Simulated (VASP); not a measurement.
A run of VASP 6.6.1 is set up as follows.

INCAR

```
SYSTEM = Cd
ALGO = Normal
EDIFF = 1E-6
EDIFFG = -0.02
ENCUT = 600
GGA = PS
IBRION = 2
ISIF = 3
ISMEAR = 1
LASPH = .TRUE.
LCHARG = .FALSE.
LREAL = .FALSE.
LWAVE = .FALSE.
NELM = 80
NSW = 80
PREC = Accurate
PSTRESS = 200.0
SIGMA = 0.1
```

The input KPOINTS:

```
k-points
0
G
  12 12 12
  0 0 0
```

Contents of POSCAR:

```
Cd
1.0
    0.0000000000      3.0400000000      3.0400000000
    3.0400000000      0.0000000000      3.0400000000
    3.0400000000      3.0400000000      0.0000000000
Cd
2
Direct
    0.0000000000      0.0000000000      0.0000000000
    0.2500000000      0.2500000000      0.2500000000
```

Potentials or basis: VASP PAW PBE potentials, release 64 (Cd).

Command:

```bash
$ cat potpaw_PBE.64/Cd/POTCAR > POTCAR
$ mpirun -np 1 vasp_std > vasp.out
```

Question: What does it give for the relaxed volume?

Answer: 24.11 Å³/atom.

Question: Predict the relaxed cell.

Answer: a = 4.085 Å, b = 4.085 Å, c = 4.085 Å, α = 60.00°, β = 60.00°, γ = 60.00°.

The path:
| step | energy change (eV) | largest force (eV/Å) | pressure (GPa) | volume (Å³) |
| --- | --- | --- | --- | --- |
| 1 | 0.0000 | 0.0000 | 7.14 | 56.19 |
| 2 | 2.4362 | 0.0000 | 53.85 | 39.77 |
| 3 | 0.5892 | 0.0000 | 19.17 | 48.57 |
| 4 | 0.6222 | 0.0000 | 19.78 | 48.29 |
| 5 | 0.6409 | 0.0000 | 20.15 | 48.14 |
| 6 | 0.6230 | 0.0000 | 19.85 | 48.29 |
| 7 | 0.6318 | 0.0000 | 19.99 | 48.22 |

Caveat: the cell is relaxed towards a set pressure, so the run minimises the enthalpy, not the energy; the PAW data sets were made with another functional, which shifts forces and pressure a little.
